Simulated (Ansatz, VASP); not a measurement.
WC in VASP and in Ansatz

```
W C
1.0
     2.88103    0.00000    0.00000
    -1.44052    2.49505    0.00000
     0.00000    0.00000    2.81001
W C
1 1
Direct
  0.00000 0.00000 0.00000
  0.66667 0.33333 0.50000
```

Change from the starting cell: volume scaled by 0.98, crystal datasets.

Alike in both runs: task electric field gradients; functional PBEsol; k mesh 14 × 14 × 13; occupations fermi-dirac, width 0.05 eV; no spin polarisation.

```csv
,VASP,Ansatz
version,VASP 6.6.1,Ansatz 0.2.0
potentials or method,"VASP PAW PBE potentials, release 64 (W_sv, C), cutoff 520 eV","all-electron PAW with datasets made for the crystal, scalar-relativistic"
```

|  | VASP | Ansatz | Ansatz less VASP |
| --- | --- | --- | --- |
| pressure (GPa) | 9.3 | 7.9 | -1.40 |
| traceless stress, the component that is largest in VASP (GPa) | 1.28 | 1.01 | -0.275 |
| size of Vzz on the site where it differs most (V/Å²) | 150.3 | 139.3 | -10.95 |

VASP's potentials were made for PBE, not for PBEsol. Ansatz ran all-electron here, and VASP with PAW potentials.

Neither program's run includes spin-orbit coupling.
